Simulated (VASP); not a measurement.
## Si: phonons with r2SCAN

Si:

```
Si
1.0
     0.00000    2.71547    2.71547
     2.71547    0.00000    2.71547
     2.71547    2.71547    0.00000
Si
2
Direct
  0.50000 0.50000 0.50000
  0.75000 0.75000 0.75000
```

- Program: VASP 6.6.1
- Task: phonons
- Functional: r2SCAN
- Potentials or basis: VASP PAW PBE potentials, release 64 (Si)
- Cutoff: 520 eV
- k mesh: 10 × 10 × 10
- Occupations: gaussian, width 0.05 eV
- Spin: no spin polarisation
- Dipole correction: no
- Further INCAR settings: ALGO = Normal; EDIFF = 1e-08; IBRION = 6; POTIM = 0.015; NSW = 1

```json
{
 "Highest phonon frequency at Γ": "521 cm⁻¹"
}
```

Phonon frequencies in cm⁻¹ (negative: imaginary):
```csv
q point,frequencies
"(0.000, 0.000, 0.000)",0 0 0 521 521 521
```

It took 11 min on 1 thread of Intel Xeon 8259CL (shared host), peak memory 0.23 GiB.
